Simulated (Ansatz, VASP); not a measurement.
## One calculation of ZnS, two programs

POSCAR

```
ZnS
1.0
    0.0000000000      2.6235105000      2.7857895000
    2.6235105000      0.0000000000      2.7857895000
    2.6235105000      2.6235105000      0.0000000000
Zn S
1 1
Direct
    0.0000000000      0.0000000000      0.0000000000
    0.7500000000      0.7500000000      0.7500000000
```

INCAR.step1

```
PREC     = Accurate       # precision mode
ENCUT    = 520            # plane-wave cutoff, eV
ISMEAR   = 0              # smearing method
SIGMA    = 0.05           # smearing width, eV
LREAL    = False          # projectors in reciprocal space
LASPH    = True           # aspherical terms in the spheres
NELM     = 60             # most SCF steps
NBANDS   = 16             # bands
GGA      = PE             # functional
ALGO     = Normal         # electronic algorithm
EDIFF    = 1E-4           # SCF threshold, eV
LWAVE    = True           # write WAVECAR
LCHARG   = False          # write CHGCAR
```

Contents of INCAR.step2:

```
PREC     = Accurate       # precision mode
ENCUT    = 520            # plane-wave cutoff, eV
EDIFF    = 1E-6           # SCF threshold, eV
ISMEAR   = 0              # smearing method
SIGMA    = 0.05           # smearing width, eV
LREAL    = False          # projectors in reciprocal space
LASPH    = True           # aspherical terms in the spheres
NELM     = 60             # most SCF steps
ALGO     = Normal         # electronic algorithm
ISIF     = 2              # what is computed and relaxed
LWAVE    = False          # write WAVECAR
LCHARG   = True           # write CHGCAR
METAGGA  = R2SCAN         # meta-GGA
LMIXTAU  = True         
LELF     = True           # ELF
LVHAR    = True         
NBANDS   = 16             # bands
ISTART   = 1
```

The input KPOINTS:

```
regular mesh
0
Gamma
  8 8 8
```

Input for Ansatz:

```yaml
crystal:
  lattice:
    - [0.0, 2.6235105, 2.7857895]
    - [2.6235105, 0.0, 2.7857895]
    - [2.6235105, 2.6235105, 0.0]
  atoms:
    - { symbol: Zn, position: [0.0, 0.0, 0.0] }
    - { symbol: S, position: [0.75, 0.75, 0.75] }
basis:
  ecutwfc: 500
kpoints:
  mp_grid: { grid: [8, 8, 8] }
hamiltonian:
  xc: r2scan
scf:
  occupations: { method: gaussian, width: 0.05 }
output:
  forces: true
  stress: true
  eigenvalues: true
```

Change from the starting cell: strain -0.030 along x and y, +0.030 along z, atoms carried along.

Alike in both runs: task single point; functional r2SCAN; k mesh 8 × 8 × 8; occupations gaussian, width 0.05 eV; no spin polarisation.

|  | VASP | Ansatz |
| --- | --- | --- |
| version | VASP 6.6.1 | Ansatz 0.2.0 |
| potentials or method | VASP PAW PBE potentials, release 64 (Zn, S), cutoff 520 eV | scalar-relativistic, plane waves, PAW |
| valence electrons in the cell | 18 | 18 |

```csv
,VASP,Ansatz,Ansatz less VASP
gap on the k mesh at the Fermi level (eV),2.71,2.70,-0.012
least direct gap on the mesh (eV),2.71,2.70,-0.012
pressure (GPa),1.6,1.6,-0.03
"traceless stress, the component that is largest in VASP (GPa)",-1.96,-1.93,+0.028
```

VASP's potentials were made for PBE, not for r2SCAN.
